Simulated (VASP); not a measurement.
Mg2Si: single point with PBE

Crystal: Mg2Si.

```xyz
3
Lattice="0.0000 3.1698 3.1698 3.1698 0.0000 3.1698 3.1698 3.1698 0.0000" Properties=species:S:1:pos:R:3 pbc="T T T"
Mg    3.5851    4.9608    3.0430
Mg    6.7549    8.1306    6.2128
Si    2.0002    3.3759    1.4581
```

- Program: VASP 6.6.1
- Task: single point
- Functional: PBE
- Potentials or basis: VASP PAW PBE potentials, release 64 (Mg, Si)
- Cutoff: 600 eV
- k mesh: 6 × 6 × 6
- Occupations: gaussian, width 0.01 eV
- Spin: no spin polarisation
- Dipole correction: no
- Further INCAR settings: ALGO = Normal; EDIFF = 1e-06; NBANDS = 11

* Pressure: 0.5 GPa
* Band gap on the k mesh: 0.19 eV, indirect (least direct gap 1.91 eV)

Levels at points of the mesh, in eV from the valence-band top:
```tsv
k point	band 2	band 3	band 4	band 5	band 6	band 7
(0.00, 0.00, 0.00)	0.00	0.00	0.00	1.91	2.57	2.57
(0.50, 0.00, 0.00)	-4.78	-0.70	-0.70	1.28	2.55	2.55
(0.50, 0.50, 0.00)	-4.45	-1.95	-1.95	0.19	0.41	7.96
```

Run time: 9.4 s on 1 thread of AMD EPYC 9R45 96-Core Processor (Zen 5), with other jobs on the host, peak memory 0.17 GiB.

A k mesh can miss the band edges.
